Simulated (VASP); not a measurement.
# GeB27P26 (a cell with a defect) in VASP: electric field gradients with PBE

Aim: the electric field gradients of GeB27P26 (a cell with a defect) with PBE.

All numbers are computed with VASP 6.6.1; they aren't measurements. Logs are shortened: lines on timing, memory, paths and dates and some standing lists are left out, and cuts for length are marked.

## Step 1: The cell of the first run

The cell holds a defect, 54 atoms: a = 9.627 Å, b = 9.627 Å, c = 9.627 Å, α = 60.00°, β = 60.00°, γ = 60.00°.

## Step 2: Electric field gradients, PBE

INCAR

```
ALGO = Normal
EDIFF = 1E-8
ENCUT = 520
GGA = PE
ISIF = 2
ISMEAR = -1
LASPH = True
LCHARG = False
LEFG = True
LREAL = Auto
LUSENCCL = False
LWAVE = False
NBANDS = 146
NELECT = 226.0
NELM = 80
PREC = Accurate
SIGMA = 0.01
```

KPOINTS

```
k-points
0
Gamma
  3 3 3
```

POSCAR

```
GeB27P26
1.0
    0.0000000000      6.8070000000      6.8070000000
    6.8070000000      0.0000000000      6.8070000000
    6.8070000000      6.8070000000      0.0000000000
B Ge P
27 1 26
Direct
    0.0000000000      0.0000000000      0.0000000000
    0.0000000000      0.0000000000      0.3333333333
    0.0000000000      0.0000000000      0.6666666667
    0.0000000000      0.3333333333      0.0000000000
    0.0000000000      0.3333333333      0.3333333333
    0.0000000000      0.3333333333      0.6666666667
    0.0000000000      0.6666666667      0.0000000000
    0.0000000000      0.6666666667      0.3333333333
    0.0000000000      0.6666666667      0.6666666667
    0.3333333333      0.0000000000      0.0000000000
    0.3333333333      0.0000000000      0.3333333333
    0.3333333333      0.0000000000      0.6666666667
    0.3333333333      0.3333333333      0.0000000000
    0.3333333333      0.3333333333      0.3333333333
    0.3333333333      0.3333333333      0.6666666667
    0.3333333333      0.6666666667      0.0000000000
    0.3333333333      0.6666666667      0.3333333333
    0.3333333333      0.6666666667      0.6666666667
    0.6666666667      0.0000000000      0.0000000000
    0.6666666667      0.0000000000      0.3333333333
    0.6666666667      0.0000000000      0.6666666667
    0.6666666667      0.3333333333      0.0000000000
    0.6666666667      0.3333333333      0.3333333333
    0.6666666667      0.3333333333      0.6666666667
    0.6666666667      0.6666666667      0.0000000000
    0.6666666667      0.6666666667      0.3333333333
    0.6666666667      0.6666666667      0.6666666667
    0.0833333333      0.0833333333      0.0833333333
    0.0833333333      0.0833333333      0.4166666667
    0.0833333333      0.0833333333      0.7500000000
    0.0833333333      0.4166666667      0.0833333333
    0.0833333333      0.4166666667      0.4166666667
    0.0833333333      0.4166666667      0.7500000000
    0.0833333333      0.7500000000      0.0833333333
    0.0833333333      0.7500000000      0.4166666667
    0.0833333333      0.7500000000      0.7500000000
    0.4166666667      0.0833333333      0.0833333333
    0.4166666667      0.0833333333      0.4166666667
    0.4166666667      0.0833333333      0.7500000000
    0.4166666667      0.4166666667      0.0833333333
    0.4166666667      0.4166666667      0.4166666667
    0.4166666667      0.4166666667      0.7500000000
    0.4166666667      0.7500000000      0.0833333333
    0.4166666667      0.7500000000      0.4166666667
    0.4166666667      0.7500000000      0.7500000000
    0.7500000000      0.0833333333      0.0833333333
    0.7500000000      0.0833333333      0.4166666667
    0.7500000000      0.0833333333      0.7500000000
    0.7500000000      0.4166666667      0.0833333333
    0.7500000000      0.4166666667      0.4166666667
    0.7500000000      0.4166666667      0.7500000000
    0.7500000000      0.7500000000      0.0833333333
    0.7500000000      0.7500000000      0.4166666667
    0.7500000000      0.7500000000      0.7500000000
```

Potentials or basis: VASP PAW PBE potentials, release 64 (B, Ge_d, P).

On the command line:

```bash
> cat potpaw_PBE.64/B/POTCAR potpaw_PBE.64/Ge_d/POTCAR potpaw_PBE.64/P/POTCAR > POTCAR
> mpirun -np 1 vasp_std > vasp.out
```

OUTCAR:

```text
EDIFF = 1E-8
   ENCUT = 520
   GGA = PE
   ISIF = 2
   ISMEAR = -1
   LASPH = True
   LREAL = Auto
   NELECT = 226.0
   NELM = 80
   PREC = Accurate

 ion  position               nearest neighbor table
   1  0.000  0.000  0.000-  28 1.97  30 1.97  34 1.97  46 1.97
   2  0.000  0.000  0.333-  28 1.97  29 1.97  35 1.97  47 1.97
   3  0.000  0.000  0.667-  30 1.97  29 1.97  36 1.97  48 1.97
   4  0.000  0.333  0.000-  28 1.97  31 1.97  33 1.97  49 1.97
   5  0.000  0.333  0.333-  50 1.97  31 1.97  29 1.97  32 1.97
   6  0.000  0.333  0.667-  30 1.97  32 1.97  33 1.97  51 1.97
[... 46 lines left out ...]
  53  0.750  0.750  0.417-   8 1.97  20 1.97  26 1.97  27 1.97
  54  0.750  0.750  0.750-  27 1.97  21 1.97  25 1.97   9 1.97

  LATTYP: Found a face centered cubic cell.
 ALAT       =    13.6140000000

  Lattice vectors:

 A1 = (   0.0000000000,   6.8070000000,   6.8070000000)
 A2 = (   6.8070000000,   0.0000000000,   6.8070000000)
 A3 = (   6.8070000000,   6.8070000000,   0.0000000000)

Analysis of symmetry for initial positions (statically):
=====================================================================
 Subroutine PRICEL returns:
 Original cell was already a primitive cell.

 Routine SETGRP: Setting up the symmetry group for a
 face centered cubic supercell.

 Subroutine GETGRP returns: Found 24 space group operations
 (whereof  6 operations were pure point group operations)
 out of a pool of 48 trial point group operations.

The static configuration has the point symmetry C_3v.
 The point group associated with its full space group is T_d .

Analysis of symmetry for dynamics (positions and initial velocities):
=====================================================================
 Subroutine PRICEL returns:
 Original cell was already a primitive cell.

 Routine SETGRP: Setting up the symmetry group for a
 face centered cubic supercell.

 Subroutine GETGRP returns: Found 24 space group operations
 (whereof  6 operations were pure point group operations)
 out of a pool of 48 trial point group operations.

The dynamic configuration has the point symmetry C_3v.
 The point group associated with its full space group is T_d .

 Subroutine INISYM returns: Found 24 space group operations
 (whereof  6 operations are pure point group operations),
 and found     1 'primitive' translations

----------------------------------------------------------------------------------------

                                     Primitive cell

  volume of cell :     630.8081

  direct lattice vectors                    reciprocal lattice vectors
     0.000000000  6.807000000  6.807000000    -0.073453798  0.073453798  0.073453798
     6.807000000  0.000000000  6.807000000     0.073453798 -0.073453798  0.073453798
     6.807000000  6.807000000  0.000000000     0.073453798  0.073453798 -0.073453798

  length of vectors
     9.626551719  9.626551719  9.626551719     0.127225709  0.127225709  0.127225709

  position of ions in fractional coordinates (direct lattice)
     0.000000000  0.000000000  0.000000000
     0.000000000  0.000000000  0.333333333
     0.000000000  0.000000000  0.666666667
     0.000000000  0.333333333  0.000000000
     0.000000000  0.333333333  0.333333333
     0.000000000  0.333333333  0.666666667
[... 46 lines left out ...]
     0.750000000  0.750000000  0.416666667
     0.750000000  0.750000000  0.750000000

  ion indices of the primitive-cell ions
   primitive index   ion index
                 1           1
                 2           2
                 3           3
                 4           4
                 5           5
                 6           6
[... 101 lines left out ...]
   EDIFFG = 0.1E-06   stopping-criterion for IOM
   NSW    =      0    number of steps for IOM
   IBRION =     -1    ionic relax: 0-MD 1-quasi-New 2-CG
   NFREE  =      0    steps in history (QN), initial steepest desc. (CG)
   ISIF   =      2    stress and relaxation
   ISYM   =      2    0-nonsym 1-usesym 2-fastsym
   POTIM  = 0.5000    time-step for ionic-motion
   TEBEG  =    0.0;   TEEND  =   0.0 temperature during run
   PSTRESS=    0.0 pullay stress
   NELECT =     226.0000    total number of electrons
   NUPDOWN=      -1.0000    fix difference up-down
   EMIN   =  10.00;   EMAX   =-10.00  energy-range for DOS
   EFERMI =   0.00;   METHOD = LEGACY
   ISMEAR =    -1;   SIGMA  =   0.01  broadening in eV -4-tet -1-fermi 0-gaus
   EFERMI_NEDOS =   21; number of points for ismear=-14 and -15
   IALGO  =     38    algorithm
   IMIX   =      4    mixing-type and parameters
     AMIX     =   0.40;   BMIX     =  1.00
     AMIX_MAG =   1.60;   BMIX_MAG =  1.00
  volume/ion in A,a.u.               =      11.68        78.83
  Fermi-wavevector in a.u.,A,eV,Ry     =   1.162729  2.197239 18.394248  1.351939
  Thomas-Fermi vector in A             =   2.299287
   LORBIT       =      0    0 simple, 1 ext, 2 COOP (PROOUT), +10 PAW based schemes
   GGA     = PE    functional components
   LHFCALC =     F    Hartree Fock is set to
   AEXX    =    0.0000 exact exchange contribution
   IVDW    =     0    specifies the selected vdW correction
   LEPSILON=     F    determine dielectric tensor
   LRPA    =     F    only Hartree local field effects (RPA)
 non-spin polarized calculation
  energy-cutoff  :      520.00
  volume of cell :      630.81
 maximum number of plane-waves:     17033
   NGX = 35   NGY = 35   NGZ = 35

 number of electron     226.0000011 magnetization

 Free energy of the ion-electron system (eV)
  ---------------------------------------------------
  ext. energy  EPLUGINS =         0.00000000
  ---------------------------------------------------
  free energy    TOTEN  =      -338.27681973 eV

  energy without entropy =     -338.27681973  energy(sigma->0) =     -338.27681973

 E-fermi :   7.8854     XC(G=0): -10.9579

 val. band max:        7.6521464658   @ k =   0.0000   0.0000   0.0000
 cond. band min:       8.6798569374   @ k =   0.3333   0.3333   0.0000
 fundamental gap:      1.0277104716
 Fermi energy:         7.8853745548

 k-point     1 :       0.0000    0.0000    0.0000
  band No.  band energies     occupation
      1     -15.4751      2.00000
      2     -15.4751      2.00000
      3     -15.4751      2.00000
      4     -15.4133      2.00000
      5     -15.4133      2.00000
      6      -8.0536      2.00000
[... 501 lines left out ...]
    124      10.7023      0.00000
    125      10.7141      0.00000
 [bands above 125 left out]

------------------------ aborting loop because EDIFF is reached ----------------------------------------

  FORCE on cell =-STRESS in cart. coord.  units (eV):
  Direction    XX          YY          ZZ          XY          YZ          ZX
  --------------------------------------------------------------------------------------
  -------------------------------------------------------------------------------------
  Total       19.7814593     19.7814593     19.7814593     -0.0000000      0.0000000     -0.0000000
  in kB       50.2425487     50.2425487     50.2425487     -0.0000000      0.0000000     -0.0000000
  external PRESSURE =      50.2425487 kB  Pullay stress =       0.0000000 kB

 VOLUME and BASIS-vectors are now :
 -----------------------------------------------------------------------------
  energy-cutoff  :      520.00
  volume of cell :      630.81
      direct lattice vectors                 reciprocal lattice vectors
     0.000000000  6.807000000  6.807000000    -0.073453798  0.073453798  0.073453798
     6.807000000  0.000000000  6.807000000     0.073453798 -0.073453798  0.073453798
     6.807000000  6.807000000  0.000000000     0.073453798  0.073453798 -0.073453798

 POSITION                                       TOTAL-FORCE (eV/Angst)
 -----------------------------------------------------------------------------------
      0.00000      0.00000      0.00000        -0.949730     -0.949730     -0.949730
      2.26900      2.26900      0.00000         0.949730      0.949730     -0.949730
      4.53800      4.53800      0.00000        -0.000000      0.000000      0.283815
      2.26900      0.00000      2.26900         0.949730     -0.949730      0.949730
      4.53800      2.26900      2.26900        -0.025949      0.054332      0.054332
      6.80700      4.53800      2.26900        -0.054332      0.025949      0.054332
[... 46 lines left out ...]
      7.94150      7.94150     10.21050        -0.000000      0.000000      0.041380
     10.21050     10.21050     10.21050         0.048637      0.048637      0.048637
 -----------------------------------------------------------------------------------
    total drift:                               -0.000000     -0.000000     -0.000000

  FREE ENERGIE OF THE ION-ELECTRON SYSTEM (eV)
  ---------------------------------------------------
  free  energy   TOTEN  =      -338.2768197256 eV

  energy  without entropy=     -338.2768197256  energy(sigma->0) =     -338.27681973

 Electric field gradients (V/A^2)
---------------------------------------------------------------------
 ion       V_xx      V_yy      V_zz      V_xy      V_xz      V_yz
---------------------------------------------------------------------
   1       0.000    -0.000    -0.000    -5.148    -5.148    -5.148
   2      -0.000    -0.000     0.000    -5.148     5.148     5.148
   3       0.022     0.022    -0.044    -1.251     0.000     0.000
   4      -0.000     0.000    -0.000     5.148    -5.148     5.148
   5      -0.072     0.036     0.036    -0.083    -0.083     0.628
   6       0.036    -0.072     0.036    -0.083    -0.628     0.083
[... 46 lines left out ...]
  53       0.069     0.069    -0.137     1.438    -0.000    -0.000
  54      -0.000     0.000    -0.000     1.347     1.347     1.347
---------------------------------------------------------------------

 Electric field gradients after diagonalization (V/A^2)
 (convention: |V_zz| > |V_xx| > |V_yy|)
----------------------------------------------------------------------
 ion       V_xx      V_yy      V_zz     asymmetry (V_yy - V_xx)/ V_zz
----------------------------------------------------------------------
   1       5.148     5.148   -10.296       0.000
   2       5.148     5.148   -10.296       0.000
   3      -1.229    -0.044     1.273       0.930
   4       5.148     5.148   -10.296       0.000
   5      -0.592    -0.090     0.682       0.737
   6      -0.592    -0.090     0.682       0.737
[... 46 lines left out ...]
  53      -1.369    -0.137     1.507       0.818
  54      -1.347    -1.347     2.694       0.000
----------------------------------------------------------------------

           NMR quadrupolar parameters

 Cq : quadrupolar parameter    Cq=e*Q*V_zz/h
 eta: asymmetry parameters     (V_yy - V_xx)/ V_zz
 Q  : nuclear electric quadrupole moment in mb (millibarn)
----------------------------------------------------------------------
 ion       Cq(MHz)       eta       Q (mb)
----------------------------------------------------------------------
   1      -0.025       0.000       1.000
   2      -0.025       0.000       1.000
   3       0.003       0.930       1.000
   4      -0.025       0.000       1.000
   5       0.002       0.737       1.000
   6       0.002       0.737       1.000
[... 46 lines left out ...]
  53       0.004       0.818       1.000
  54       0.007       0.000       1.000
----------------------------------------------------------------------
```

Wall time 3.1 min (1 × NVIDIA H100 80GB with 1 thread of AMD EPYC 7R13 (Zen 3), shared host); peak memory 1.7 GiB.

What came out:

```yaml
Free_energy: -338.2768 eV
Largest_force: 1.645 eV/Å
Largest_electric_field_gradient_by_atom: B -10.3, +1.3, +0.7, -0.0, -0.2 (each value once); Ge +0.0; P -10.3, +2.2, +2.7, +1.5 (each value once) V/Å²
```

Forces on the atoms (eV/Å):
```
B   -0.950 -0.950 -0.950
B    0.950  0.950 -0.950
B    0.000  0.000  0.284
B    0.950 -0.950  0.950
B   -0.026  0.054  0.054
B   -0.054  0.026  0.054
B    0.000  0.284  0.000
B   -0.054  0.054  0.026
B   -0.284  0.000  0.000
B   -0.950  0.950  0.950
B    0.054 -0.026  0.054
B    0.026 -0.054  0.054
B    0.054  0.054 -0.026
B    0.000  0.000  0.000
B   -0.054 -0.054 -0.026
B    0.026  0.054 -0.054
B   -0.054 -0.026 -0.054
B   -0.010  0.010  0.010
B    0.284  0.000  0.000
B    0.054 -0.054  0.026
B    0.000 -0.284  0.000
B    0.054  0.026 -0.054
B   -0.026 -0.054 -0.054
B    0.010 -0.010  0.010
B    0.000  0.000 -0.284
B    0.010  0.010 -0.010
B   -0.010 -0.010 -0.010
Ge   0.000  0.000  0.000
P   -0.099 -0.099 -0.411
P    0.099  0.099 -0.411
P   -0.099 -0.411 -0.099
P    0.050 -0.050 -0.050
P    0.411  0.099 -0.099
P    0.099 -0.411  0.099
P    0.411 -0.099  0.099
P    0.049 -0.049 -0.049
P   -0.411 -0.099 -0.099
P   -0.050  0.050 -0.050
P    0.099  0.411 -0.099
P   -0.050 -0.050  0.050
P    0.050  0.050  0.050
P    0.000  0.000 -0.041
P    0.099 -0.099  0.411
P    0.000 -0.041  0.000
P    0.041  0.000  0.000
P   -0.411  0.099  0.099
P   -0.099  0.411  0.099
P   -0.049  0.049 -0.049
P   -0.099  0.099  0.411
P   -0.041  0.000  0.000
P    0.000  0.041  0.000
P   -0.049 -0.049  0.049
P    0.000  0.000  0.041
P    0.049  0.049  0.049
```

Electric field gradients, principal values (V/Å²):
| atom | least | middle | greatest (by size) |
| --- | --- | --- | --- |
| 1 B | 5.148 | 5.148 | -10.296 |
| 2 B | 5.148 | 5.148 | -10.296 |
| 3 B | -0.044 | -1.229 | 1.273 |
| 4 B | 5.148 | 5.148 | -10.296 |
| 5 B | -0.090 | -0.592 | 0.682 |
| 6 B | -0.090 | -0.592 | 0.682 |
| 7 B | -0.044 | -1.229 | 1.273 |
| 8 B | -0.090 | -0.592 | 0.682 |
| 9 B | -0.044 | -1.229 | 1.273 |
| 10 B | 5.148 | 5.148 | -10.296 |
| 11 B | -0.090 | -0.592 | 0.682 |
| 12 B | -0.090 | -0.592 | 0.682 |
| 13 B | -0.090 | -0.592 | 0.682 |
| 14 B | 0.000 | 0.000 | 0.000 |
| 15 B | -0.090 | -0.592 | 0.682 |
| 16 B | -0.090 | -0.592 | 0.682 |
| 17 B | -0.090 | -0.592 | 0.682 |
| 18 B | 0.088 | 0.088 | -0.176 |
| 19 B | -0.044 | -1.229 | 1.273 |
| 20 B | -0.090 | -0.592 | 0.682 |
| 21 B | -0.044 | -1.229 | 1.273 |
| 22 B | -0.090 | -0.592 | 0.682 |
| 23 B | -0.090 | -0.592 | 0.682 |
| 24 B | 0.088 | 0.088 | -0.176 |
| 25 B | -0.044 | -1.229 | 1.273 |
| 26 B | 0.088 | 0.088 | -0.176 |
| 27 B | 0.088 | 0.088 | -0.176 |
| 28 Ge | -0.005 | -0.005 | 0.010 |
| 29 P | 4.065 | 6.244 | -10.309 |
| 30 P | 4.063 | 6.244 | -10.307 |
| 31 P | 4.065 | 6.244 | -10.309 |
| 32 P | -1.097 | -1.097 | 2.193 |
| 33 P | 4.064 | 6.244 | -10.308 |
| 34 P | 4.063 | 6.244 | -10.307 |
| 35 P | 4.064 | 6.244 | -10.308 |
| 36 P | -1.347 | -1.347 | 2.695 |
| 37 P | 4.065 | 6.244 | -10.309 |
| 38 P | -1.097 | -1.097 | 2.193 |
| 39 P | 4.064 | 6.244 | -10.308 |
| 40 P | -1.097 | -1.097 | 2.193 |
| 41 P | -1.097 | -1.097 | 2.193 |
| 42 P | -0.137 | -1.370 | 1.507 |
| 43 P | 4.064 | 6.244 | -10.308 |
| 44 P | -0.137 | -1.370 | 1.507 |
| 45 P | -0.137 | -1.369 | 1.507 |
| 46 P | 4.063 | 6.244 | -10.307 |
| 47 P | 4.064 | 6.244 | -10.308 |
| 48 P | -1.347 | -1.347 | 2.695 |
| 49 P | 4.064 | 6.244 | -10.308 |
| 50 P | -0.137 | -1.370 | 1.507 |
| 51 P | -0.137 | -1.369 | 1.507 |
| 52 P | -1.347 | -1.347 | 2.695 |
| 53 P | -0.137 | -1.369 | 1.507 |
| 54 P | -1.347 | -1.347 | 2.694 |

Caveat: the cell carries a net charge on a neutralising background, which shifts energy and pressure; the cell is charged against a uniform background, so pressure and absolute levels hang on convention; without QUAD_EFG the Cq values of the log hold for a quadrupole moment of 1 mb, not for the nuclei.
